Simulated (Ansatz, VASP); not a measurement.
## Two plane-wave programs on Ir

The input INCAR:

```
SYSTEM = Ir
PREC     = Accurate       ! precision mode
ENCUT    = 600            ! plane-wave cutoff, eV
EDIFF    = 1E-7           ! SCF threshold, eV
ISMEAR   = 0              ! smearing method
SIGMA    = 0.1            ! smearing width, eV
LREAL    = .FALSE.        ! projectors in reciprocal space
LASPH    = .TRUE.         ! aspherical terms in the spheres
NELM     = 100            ! most SCF steps
ALGO     = Normal         ! electronic algorithm
ISIF     = 3              ! what is computed and relaxed
LWAVE    = .FALSE.        ! write WAVECAR
LCHARG   = .FALSE.        ! write CHGCAR
GGA      = PE             ! functional
IBRION   = 2              ! ionic algorithm
NSW      = 100            ! ionic steps
EDIFFG   = -0.002         ! ionic threshold
```

File KPOINTS:

```
Automatic mesh
0
G
  26 26 26
  0 0 0
```

The input POSCAR:

```
Ir
1.0
    0.0000000000      1.9380596429      1.9380596429
    1.9380596429      0.0000000000      1.9380596429
    1.9380596429      1.9380596429      0.0000000000
Ir
1
Direct
    0.0000000000      0.0000000000      0.0000000000
```

Input for Ansatz:

```yaml
crystal:
  lattice:
    - [0.0, 1.9380596429, 1.9380596429]
    - [1.9380596429, 0.0, 1.9380596429]
    - [1.9380596429, 1.9380596429, 0.0]
  atoms:
    - { symbol: Ir, position: [0.0, 0.0, 0.0] }
basis:
  ecutwfc: 420
kpoints:
  mp_grid: { grid: [26, 26, 26] }
hamiltonian:
  xc: pbe
scf:
  occupations: { method: gaussian, width: 0.1 }
output:
  forces: true
  stress: true
  eigenvalues: true
  write_density: true
  write_potential: true
  elf: true
  volumetric_format: npy
relax:
  adjacent_minimum: "off"
  f_tol: 0.002
  max_steps: 80
  cell: { stress_tol: 0.02 }
```

Alike in both runs: task relaxation of cell and atoms; functional PBE; k mesh 26 × 26 × 26; occupations gaussian, width 0.1 eV; no spin polarisation.

```csv
,VASP,Ansatz
version,VASP 6.6.1,Ansatz 0.2.0
potentials or method,"VASP PAW PBE potentials, release 64 (Ir), cutoff 600 eV","scalar-relativistic, plane waves, PAW"
valence electrons in the cell,9,17
```

Ansatz gave:

```
gap on the k mesh at the Fermi level, each at its own relaxed structure (eV) : none
relaxed volume (Å³/atom)                                                     : 14.50
relaxed cell length with the largest relative difference (Å)                 : 2.737
```

Task: Which values does VASP return?

Result: gap on the k mesh at the Fermi level, each at its own relaxed structure (eV): none; relaxed volume (Å³/atom): 14.52; relaxed cell length with the largest relative difference (Å): 2.738.

A gap of «none» marks a metal or a gap that the smearing closes. VASP's potentials hold 9 valence electrons a cell and Ansatz's 17, so a difference there can come from the potentials and not from the codes.

Spin-orbit coupling is off throughout.
